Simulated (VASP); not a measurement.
# HfC: single point with PBE

HfC:

```
Hf C
1.0
     0.00000    2.32586    2.32586
     2.32586    0.00000    2.32586
     2.32586    2.32586    0.00000
Hf C
1 1
Direct
  0.50000 0.50000 0.50000
  0.00000 0.00000 0.00000
```

- Program: VASP 6.6.1
- Task: single point
- Functional: PBE
- Potentials or basis: VASP PAW PBE potentials, release 64 (Hf_pv, C)
- Cutoff: 520 eV
- k mesh: 8 × 8 × 8
- Occupations: gaussian, width 0.05 eV
- Spin: no spin polarisation
- Dipole correction: no
- Further INCAR settings: ALGO = Normal; EDIFF = 1e-06; NBANDS = 14

```yaml
Pressure: -0.7 GPa
Band_gap_on_the_k_mesh: zero (band 7 reaches 6.95 eV, above the bottom of band 8 at 5.52 eV)
```

Levels at points of the mesh, in eV from the Fermi level:
```tsv
k point	band 3	band 4	band 5	band 6	band 7	band 8	band 9	band 10	band 11	band 12
(0.00, 0.00, 0.00)	-29.51	-12.24	1.07	1.07	1.07	1.45	1.45	1.45	3.45	3.45
(0.50, 0.00, 0.00)	-29.58	-8.50	-6.07	-2.91	-2.91	5.37	5.37	5.84	6.61	11.44
(0.50, 0.50, 0.00)	-29.75	-10.34	-2.52	-1.70	-0.03	-0.03	5.37	6.79	6.79	8.48
```

Wall time 4.8 s on 1 thread of Intel(R) Xeon(R) Platinum 8559C (Emerald Rapids) (shared host), peak memory 0.14 GiB.

Caveat: spin-orbit coupling is left out, which moves the levels of the heavy elements.
